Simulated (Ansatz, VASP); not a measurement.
# Two plane-wave programs on TaRu2

```xyz
3
Lattice="0.0000 2.9904 2.9904 2.9904 0.0000 2.9904 2.9904 2.9904 0.0000" Properties=species:S:1:pos:R:3 pbc="T T T"
Ta    2.9904    2.9904    2.9904
Ru    4.4856    4.4856    4.4856
Ru    1.4952    1.4952    1.4952
```

Alike in both runs: task relaxation of cell and atoms; functional PBE; k mesh 14 × 14 × 14; occupations gaussian, width 0.1 eV; no spin polarisation.

|  | VASP | Ansatz |
| --- | --- | --- |
| version | VASP 6.6.1 | Ansatz 0.2.0 |
| potentials or method | VASP PAW PBE potentials, release 64 (Ta_pv, Ru_pv), cutoff 600 eV | scalar-relativistic, plane waves, PAW |
| valence electrons in the cell | 39 | 45 |

|  | VASP | Ansatz | Ansatz less VASP |
| --- | --- | --- | --- |
| gap on the k mesh at the Fermi level, each at its own relaxed structure (eV) | none | none | - |
| relaxed volume (Å³/atom) | 17.85 | 17.83 | -0.017 |
| relaxed length of the cell vector where the two differ most in proportion (Å) | 4.230 | 4.229 | -0.0014 |

A gap of «none» marks a metal or a gap that the smearing closes. VASP's potentials hold 39 valence electrons a cell and Ansatz's 45, so a difference there can come from the potentials and not from the codes.

Spin-orbit coupling is off throughout.
